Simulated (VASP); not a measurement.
Te2Mo, 6 atoms in the cell. The cell holds a slab with vacuum, 6 atoms: a = 3.504 Å, b = 3.504 Å, c = 24.768 Å, α = 90.00°, β = 90.00°, γ = 120.00°. 

```yaml
Program: VASP 6.6.1
Task: single point
Functional: PBE
Dispersion: D3(BJ)
Potentials_or_basis: VASP PAW PBE potentials, release 64 (Te, Mo_sv)
Cutoff: 520 eV
k_mesh: 9 × 9 × 1
Occupations: gaussian, width 0.05 eV
Spin: no spin polarisation
Dipole_correction: yes
Further_INCAR_settings: ALGO = Normal; EDIFF = 1e-06; NBANDS = 35
```

Potentials or basis: VASP PAW PBE potentials, release 64 (Te, Mo_sv).

Command:

```console
$ cat potpaw_PBE.64/Te/POTCAR potpaw_PBE.64/Mo_sv/POTCAR > POTCAR
$ mpirun -np 1 vasp_std > vasp.out
```

Hardware: 1 thread of Intel(R) Xeon(R) 6975P-C (Granite Rapids), with other jobs on the host.

Q: How long does it take, and how much memory?

A: Run time: 8.2 min on 1 thread of Intel(R) Xeon(R) 6975P-C (Granite Rapids), on a shared host, peak memory 0.47 GiB. Counts: scf iterations 24, k points 25.
